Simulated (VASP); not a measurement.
MnS:

```
Mn S
1.0
     0.00000    2.80000    2.80000
     2.80000    0.00000    2.80000
     2.80000    2.80000    0.00000
Mn S
1 1
Direct
  0.00000 0.00000 0.00000
  0.75000 0.75000 0.75000
```

* Program: VASP 6.6.1
* Task: relaxation of cell and atoms
* Functional: PBEsol
* Potentials or basis: VASP PAW PBE potentials, release 64 (Mn_pv, S)
* Cutoff: 600 eV
* k mesh: 14 × 14 × 14
* Occupations: gaussian, width 0.1 eV
* Spin: collinear spin, ferromagnetic start
* Starting moments: [4.52, 0.12] μB

At the start: pressure -2.1 GPa; volume 21.95 Å³/atom.

Problem. Where does the relaxation end?

Solution. Over 4 steps the energy falls by 9.5 meV/atom and the volume is 20.47 Å³/atom (-6.7 %); space group F-43m (No. 216, to 0.05 Å); moment 4.63 μB per cell.

Step by step:
```csv
step,energy change (eV),largest force (eV/Å),pressure (GPa),volume (Å³)
1,0.0000,0.0000,-2.11,43.90
2,-0.0164,0.0000,-0.74,42.09
3,-0.0187,0.0000,-0.23,41.30
4,-0.0189,0.0000,0.00,40.95
```

Final structure:
```
CELL_PARAMETERS angstrom
0.00000 2.73564 2.73564
2.73564 0.00000 2.73564
2.73564 2.73564 0.00000
ATOMIC_POSITIONS crystal
Mn 0.00000 0.00000 0.00000
S 0.75000 0.75000 0.75000
```

Caveat: the PAW data sets were made with another functional, which shifts forces and pressure a little; a cell with one magnetic atom can't hold antiferromagnetic order, which such compounds often take.
